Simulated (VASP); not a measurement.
# YbC (P6_3mc) in VASP: single point with PBE+U

Aim: the single point of YbC with PBE+U.

Everything below comes from runs of VASP 6.6.1. Logs are shortened: lines on timing, memory, paths and dates and some standing lists are left out, and cuts for length are marked.

### 1 The cell of the first run

The structure is hexagonal, space group P6_3mc (No. 186). Conventional cell: a = 3.785 Å, b = 3.785 Å, c = 6.198 Å, α = 90.00°, β = 90.00°, γ = 120.00°. Yb (site symmetry 3m) has 4 C at 2.32 Å within 3.1 Å. C (site symmetry 3m) has 4 Yb at 2.32 Å within 3.1 Å.

### 2 Single point, PBE+U, collinear spin, ferromagnetic start

INCAR reads:

```
SYSTEM = YbC
PREC = Accurate
ENCUT = 520
EDIFF = 1E-7
ISMEAR = 0
SIGMA = 0.05
LREAL = .FALSE.
LASPH = .TRUE.
NELM = 150
ALGO = Normal
ISIF = 2
LWAVE = .FALSE.
LCHARG = .FALSE.
ISPIN = 2
MAGMOM = 1 1 0 0
LORBIT = 11
LMAXMIX = 6
LDAU = .TRUE.
LDAUTYPE = 2
LDAUL = 3 -1
LDAUU = 6 0
LDAUJ = 0 0
LDAUPRINT = 1
GGA = PE
NBANDS = 40
```

KPOINTS reads:

```
regular mesh
0
G
  6 6 4
  0 0 0
```

POSCAR reads:

```
YbC
1.0
    3.7847209444      0.0000000000      0.0000000000
   -1.8923604722      3.2776644841      0.0000000000
    0.0000000000      0.0000000000      6.1984990757
Yb C
2 2
Direct
    0.6666666667      0.3333333333      0.0000000000
    0.3333333333      0.6666666667      0.5000000000
    0.6666666667      0.3333333333      0.6252000000
    0.3333333333      0.6666666667      0.1252000000
```

Potentials or basis: VASP PAW PBE potentials, release 64 (Yb, C).

On the command line:

```bash
cat potpaw_PBE.64/Yb/POTCAR potpaw_PBE.64/C/POTCAR > POTCAR
mpirun -np 1 vasp_std > vasp.out
```

OUTCAR:

```text
SYSTEM = YbC
   PREC = Accurate
   ENCUT = 520
   EDIFF = 1E-7
   ISMEAR = 0
   LREAL = .FALSE.
   LASPH = .TRUE.
   NELM = 150
   ISIF = 2
   ISPIN = 2
   LORBIT = 11
   GGA = PE

 ion  position               nearest neighbor table
   1  0.667  0.333  0.000-   4 2.32   4 2.32   4 2.32   3 2.32   2 3.79   2 3.79   2 3.79   2 3.79
                             2 3.79   2 3.79
   2  0.333  0.667  0.500-   3 2.32   3 2.32   3 2.32   4 2.32   1 3.79   1 3.79   1 3.79   1 3.79
                             1 3.79   1 3.79
   3  0.667  0.333  0.625-   2 2.32   2 2.32   2 2.32   1 2.32
   4  0.333  0.667  0.125-   1 2.32   1 2.32   1 2.32   2 2.32

  LATTYP: Found a hexagonal cell.
 ALAT       =     3.7847209444
 C/A-ratio  =     1.6377691161

  Lattice vectors:

 A1 = (   3.7847209444,   0.0000000000,   0.0000000000)
 A2 = (  -1.8923604722,   3.2776644841,   0.0000000000)
 A3 = (   0.0000000000,   0.0000000000,   6.1984990757)

Analysis of symmetry for initial positions (statically):
=====================================================================
 Subroutine PRICEL returns:
 Original cell was already a primitive cell.

 Routine SETGRP: Setting up the symmetry group for a
 hexagonal supercell.

 Subroutine GETGRP returns: Found 12 space group operations
 (whereof  6 operations were pure point group operations)
 out of a pool of 24 trial point group operations.

The static configuration has the point symmetry C_3v.
 The point group associated with its full space group is C_6v.

Analysis of symmetry for dynamics (positions and initial velocities):
=====================================================================
 Subroutine PRICEL returns:
 Original cell was already a primitive cell.

 Routine SETGRP: Setting up the symmetry group for a
 hexagonal supercell.

 Subroutine GETGRP returns: Found 12 space group operations
 (whereof  6 operations were pure point group operations)
 out of a pool of 24 trial point group operations.

The dynamic configuration has the point symmetry C_3v.
 The point group associated with its full space group is C_6v.

Analysis of structural, dynamic, and magnetic symmetry:
=====================================================================
 Subroutine PRICEL returns:
 Original cell was already a primitive cell.

 Routine SETGRP: Setting up the symmetry group for a
 hexagonal supercell.

 Subroutine GETGRP returns: Found 12 space group operations
 (whereof  6 operations were pure point group operations)
 out of a pool of 24 trial point group operations.

The overall configuration has the point symmetry C_3v.
 The point group associated with its full space group is C_6v.

 Subroutine INISYM returns: Found 12 space group operations
 (whereof  6 operations are pure point group operations),
 and found     1 'primitive' translations

[... 186 lines left out ...]
 -0.0013 -0.0000 -0.0000  0.9964 -0.0000  0.0000 -0.0000
 -0.0000 -0.0009  0.0000 -0.0000  0.9973  0.0000  0.0000
 -0.0000  0.0000 -0.0009  0.0000  0.0000  0.9975  0.0000
 -0.0000 -0.0000  0.0000 -0.0000  0.0000  0.0000  0.9960

spin component  2

  0.9749 -0.0000  0.0000  0.0019 -0.0000  0.0000  0.0000
 -0.0000  0.9449 -0.0000 -0.0000  0.0339  0.0000  0.0000
  0.0000 -0.0000  0.9253  0.0000  0.0000  0.0339  0.0000
  0.0019 -0.0000  0.0000  0.9736  0.0000  0.0000  0.0000
 -0.0000  0.0339  0.0000  0.0000  0.9253 -0.0000  0.0000
  0.0000  0.0000  0.0339  0.0000 -0.0000  0.9449 -0.0000
  0.0000  0.0000  0.0000  0.0000  0.0000 -0.0000  0.9375

 occupancies and eigenvectors

  o =  0.8998  v =  0.0000  0.0000  0.0000  0.0000  0.0000  0.0000  0.0000  0.0000 -0.6010 -0.0000 -0.0000  0.7993  0.0000 -0.0000      0.0000  0.0000  0.0000  0.0000  0.0000  0.0000  0.0000  0.0000  0.0000  0.0000  0.0000  0.0000  0.0000  0.0000
  o =  0.8998  v =  0.0000  0.0000  0.0000  0.0000  0.0000  0.0000  0.0000 -0.0000 -0.0000  0.7993  0.0000  0.0000 -0.6010 -0.0000      0.0000  0.0000  0.0000  0.0000  0.0000  0.0000  0.0000  0.0000  0.0000  0.0000  0.0000  0.0000  0.0000  0.0000
  o =  0.9375  v =  0.0000  0.0000  0.0000  0.0000  0.0000  0.0000  0.0000  0.0000  0.0000 -0.0000 -0.0000 -0.0000  0.0000 -1.0000      0.0000  0.0000  0.0000  0.0000  0.0000  0.0000  0.0000  0.0000  0.0000  0.0000  0.0000  0.0000  0.0000  0.0000
  o =  0.9704  v =  0.0000  0.0000  0.0000  0.0000  0.0000  0.0000  0.0000  0.0000 -0.7993 -0.0000 -0.0000 -0.6010 -0.0000 -0.0000      0.0000  0.0000  0.0000  0.0000  0.0000  0.0000  0.0000  0.0000  0.0000  0.0000  0.0000  0.0000  0.0000  0.0000
  o =  0.9704  v =  0.0000  0.0000  0.0000  0.0000  0.0000  0.0000  0.0000 -0.0000  0.0000 -0.6010  0.0000  0.0000 -0.7993  0.0000      0.0000  0.0000  0.0000  0.0000  0.0000  0.0000  0.0000  0.0000  0.0000  0.0000  0.0000  0.0000  0.0000  0.0000
  o =  0.9723  v =  0.0000  0.0000  0.0000  0.0000  0.0000  0.0000  0.0000  0.5791  0.0000 -0.0000 -0.8153  0.0000 -0.0000  0.0000      0.0000  0.0000  0.0000  0.0000  0.0000  0.0000  0.0000  0.0000  0.0000  0.0000  0.0000  0.0000  0.0000  0.0000
  o =  0.9763  v =  0.0000  0.0000  0.0000  0.0000  0.0000  0.0000  0.0000 -0.8153  0.0000 -0.0000 -0.5791  0.0000 -0.0000  0.0000      0.0000  0.0000  0.0000  0.0000  0.0000  0.0000  0.0000  0.0000  0.0000  0.0000  0.0000  0.0000  0.0000  0.0000
  o =  0.9945  v =  0.8370  0.0000 -0.0000  0.5472  0.0000 -0.0000  0.0000  0.0000  0.0000  0.0000  0.0000  0.0000  0.0000  0.0000      0.0000  0.0000  0.0000  0.0000  0.0000  0.0000  0.0000  0.0000  0.0000  0.0000  0.0000  0.0000  0.0000  0.0000
  o =  0.9960  v =  0.0000  0.0000  0.0000 -0.0000  0.0000  0.0000 -1.0000  0.0000  0.0000  0.0000  0.0000  0.0000  0.0000  0.0000      0.0000  0.0000  0.0000  0.0000  0.0000  0.0000  0.0000  0.0000  0.0000  0.0000  0.0000  0.0000  0.0000  0.0000
  o =  0.9965  v = -0.0000  0.6598  0.0000  0.0000  0.7515  0.0000  0.0000  0.0000  0.0000  0.0000  0.0000  0.0000  0.0000  0.0000      0.0000  0.0000  0.0000  0.0000  0.0000  0.0000  0.0000  0.0000  0.0000  0.0000  0.0000  0.0000  0.0000  0.0000
  o =  0.9965  v = -0.0000  0.0000 -0.7515  0.0000  0.0000 -0.6598  0.0000  0.0000  0.0000  0.0000  0.0000  0.0000  0.0000  0.0000      0.0000  0.0000  0.0000  0.0000  0.0000  0.0000  0.0000  0.0000  0.0000  0.0000  0.0000  0.0000  0.0000  0.0000
  o =  0.9973  v =  0.5472  0.0000 -0.0000 -0.8370  0.0000  0.0000  0.0000  0.0000  0.0000  0.0000  0.0000  0.0000  0.0000  0.0000      0.0000  0.0000  0.0000  0.0000  0.0000  0.0000  0.0000  0.0000  0.0000  0.0000  0.0000  0.0000  0.0000  0.0000
  o =  0.9983  v =  0.0000  0.7515  0.0000 -0.0000 -0.6598 -0.0000 -0.0000  0.0000  0.0000  0.0000  0.0000  0.0000  0.0000  0.0000      0.0000  0.0000  0.0000  0.0000  0.0000  0.0000  0.0000  0.0000  0.0000  0.0000  0.0000  0.0000  0.0000  0.0000
  o =  0.9983  v =  0.0000 -0.0000  0.6598 -0.0000  0.0000 -0.7515  0.0000  0.0000  0.0000  0.0000  0.0000  0.0000  0.0000  0.0000      0.0000  0.0000  0.0000  0.0000  0.0000  0.0000  0.0000  0.0000  0.0000  0.0000  0.0000  0.0000  0.0000  0.0000

 number of electron      55.9999994 magnetization       3.8568251

 Free energy of the ion-electron system (eV)
  ---------------------------------------------------
  ext. energy  EPLUGINS =         0.00000000
  ---------------------------------------------------
  free energy    TOTEN  =       -19.26389352 eV

  energy without entropy =      -19.26218858  energy(sigma->0) =      -19.26304105

 E-fermi :   1.0132     XC(G=0): -10.2168

 val. band max:        0.9924532220   @ k =   0.3333   0.3333   0.0000
 cond. band min:       1.0222498315   @ k =   0.5000   0.0000   0.2500
 fundamental gap:      0.0297966095
 Fermi energy:         1.0132096682

 spin component 1

 k-point     1 :       0.0000    0.0000    0.0000
  band No.  band energies     occupation
      1     -48.5603      1.00000
      2     -48.5455      1.00000
      3     -21.2705      1.00000
      4     -20.8961      1.00000
      5     -20.8961      1.00000
      6     -20.8489      1.00000
[... 892 lines left out ...]
     39      10.9805      0.00000
     40      10.9805      0.00000
 Fermi energy:         1.0132096682

 spin component 2

 k-point     1 :       0.0000    0.0000    0.0000
  band No.  band energies     occupation
      1     -48.3313      1.00000
      2     -48.3170      1.00000
      3     -21.0214      1.00000
      4     -20.6828      1.00000
      5     -20.6828      1.00000
      6     -20.6322      1.00000
[... 892 lines left out ...]
     39      11.3248      0.00000
     40      11.3248      0.00000

------------------------ aborting loop because EDIFF is reached ----------------------------------------

  FORCE on cell =-STRESS in cart. coord.  units (eV):
  Direction    XX          YY          ZZ          XY          YZ          ZX
  --------------------------------------------------------------------------------------
  -------------------------------------------------------------------------------------
  Total        2.7560691      2.7560691      1.8907908      0.0000000      0.0000000      0.0000000
  in kB       57.4269555     57.4269555     39.3975458      0.0000000      0.0000000      0.0000000
  external PRESSURE =      51.4171522 kB  Pullay stress =       0.0000000 kB

 VOLUME and BASIS-vectors are now :
 -----------------------------------------------------------------------------
  energy-cutoff  :      520.00
  volume of cell :       76.89
      direct lattice vectors                 reciprocal lattice vectors
     3.784720944  0.000000000  0.000000000     0.264220273  0.152547646  0.000000000
    -1.892360472  3.277664484  0.000000000     0.000000000  0.305095291  0.000000000
     0.000000000  0.000000000  6.198499076     0.000000000  0.000000000  0.161329378

 POSITION                                       TOTAL-FORCE (eV/Angst)
 -----------------------------------------------------------------------------------
      1.89236      1.09255      0.00000         0.000000      0.000000      0.098917
     -0.00000      2.18511      3.09925        -0.000000     -0.000000      0.098917
      1.89236      1.09255      3.87530         0.000000     -0.000000     -0.098917
     -0.00000      2.18511      0.77605        -0.000000      0.000000     -0.098917
 -----------------------------------------------------------------------------------
    total drift:                                0.000000     -0.000000      0.000192

  FREE ENERGIE OF THE ION-ELECTRON SYSTEM (eV)
  ---------------------------------------------------
  free  energy   TOTEN  =       -19.2638935244 eV

  energy  without entropy=      -19.2621885793  energy(sigma->0) =      -19.26304105

 total charge

# of ion       s       p       d       f       tot
--------------------------------------------------
    1        2.174   6.105   0.536  13.591  22.406
    2        2.174   6.105   0.536  13.591  22.406
    3        0.941   1.349   0.000   0.000   2.290
    4        0.941   1.349   0.000   0.000   2.290
--------------------------------------------------
tot          6.230  14.907   1.073  27.182  49.392

 magnetization (x)

# of ion       s       p       d       f       tot
--------------------------------------------------
    1        0.011   0.077   0.172   0.350   0.610
    2        0.011   0.077   0.172   0.350   0.610
    3        0.025   0.656   0.000   0.000   0.682
    4        0.025   0.656   0.000   0.000   0.682
--------------------------------------------------
tot          0.073   1.466   0.345   0.699   2.582
```

Wall time 5 min (1 thread of Intel Xeon 6975P-C (Granite Rapids), shared host); peak memory 0.29 GiB.

Results:

* Free energy: -19.2639 eV
* Pressure: 5.1 GPa
* Largest force: 0.099 eV/Å
* Net moment: 3.86 μB per cell
* Site moments: Yb +0.61; C +0.68 μB
* Valence electrons inside the program's atomic spheres: Yb 22.41; C 2.29

Forces on the atoms (eV/Å):
```
Yb   0.000  0.000  0.099
Yb   0.000  0.000  0.099
C    0.000  0.000 -0.099
C    0.000  0.000 -0.099
```

Stress tensor (GPa, compression positive):
```
5.74 0.00 0.00
0.00 5.74 0.00
0.00 0.00 3.94
```

Levels at points of the mesh, in eV from the Fermi level:
Spin up:
```tsv
k point	band 28	band 29	band 30	band 31	band 32	band 33
(0.00, 0.00, 0.00)	-0.79	-0.57	-0.57	3.31	5.00	5.00
(0.50, 0.00, 0.00)	-0.56	-0.23	0.12	3.11	3.98	4.86
(0.00, 0.00, 0.50)	-0.75	-0.75	-0.75	4.86	4.86	6.27
(0.50, 0.00, 0.50)	-0.44	-0.25	-0.25	4.02	4.02	5.89
```
Spin down:
```csv
k point,band 22,band 23,band 24,band 25,band 26,band 27,band 28,band 29,band 30,band 31
"(0.00, 0.00, 0.00)",-0.60,-0.60,-0.41,-0.41,0.18,0.20,0.20,0.67,0.67,3.86
"(0.50, 0.00, 0.00)",-0.72,-0.50,-0.49,-0.48,-0.40,0.52,0.57,1.01,1.54,3.41
"(0.00, 0.00, 0.50)",-0.60,-0.51,-0.51,-0.51,-0.51,0.37,0.37,0.37,0.37,5.52
"(0.50, 0.00, 0.50)",-0.74,-0.58,-0.58,-0.45,-0.45,0.71,0.71,1.03,1.03,4.46
```

Eigenvalues of the final occupation matrices:
```csv
site,spin,trace,eigenvalues
site 1 f,1,6.98,0.99 1.00 1.00 1.00 1.00 1.00 1.00
site 1 f,2,6.63,0.90 0.90 0.94 0.97 0.97 0.97 0.98
site 2 f,1,6.98,0.99 1.00 1.00 1.00 1.00 1.00 1.00
site 2 f,2,6.63,0.90 0.90 0.94 0.97 0.97 0.97 0.98
```

Caveat: the cell stands under pressure; spin-orbit coupling is left out, which moves the levels of the heavy elements.
